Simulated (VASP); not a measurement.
Wanted: the native input for a VASP 6.6.1 run.

```
Task                   : single point
Functional             : PBE
Potentials or basis    : VASP PAW PBE potentials, release 64 (Ca_sv)
Cutoff                 : 520 eV
k mesh                 : 18 × 18 × 18
Occupations            : gaussian, width 0.15 eV
Spin                   : no spin polarisation
Dipole correction      : no
Further INCAR settings : ALGO = Fast; EDIFF = 1e-06; NBANDS = 11
```

The structure of Ca lies in POSCAR:

```
Ca
1.0
   -2.1362466162      2.1362466162      2.3401848537
    2.1362466162     -2.1362466162      2.3401848537
    2.1362466162      2.1362466162     -2.3401848537
Ca
1
Direct
    0.5000000000      0.5000000000      0.0000000000
```

This cell differs from its parent crystal: ratio of the length along z to the lengths across it x 1.1, volume and fractional coordinates fixed.

One way to write it, as run:

INCAR

```
PREC = Accurate ; ENCUT = 520
EDIFF = 1E-6 ; ISMEAR = 0
SIGMA = 0.15 ; LREAL = False
LASPH = True ; NELM = 80
ALGO = Fast ; ISIF = 2
LWAVE = False ; LCHARG = False
GGA = PE ; NBANDS = 11
```

KPOINTS

```
regular mesh
0
Gamma
  18 18 18
```

Potentials or basis: VASP PAW PBE potentials, release 64 (Ca_sv).

Run with:

```sh
$ cat potpaw_PBE.64/Ca_sv/POTCAR > POTCAR
$ mpirun -np 1 vasp_std > vasp.out
```

It gave:

```json
{"Pressure": "-0.2 GPa", "Band gap on the k mesh": "zero (band 5 reaches 2.19 eV, above the bottom of band 6 at 1.84 eV)"}
```

Run time: 79 s on 1 thread of Intel(R) Xeon(R) 6975P-C (Granite Rapids) (shared host), peak memory 0.32 GiB.
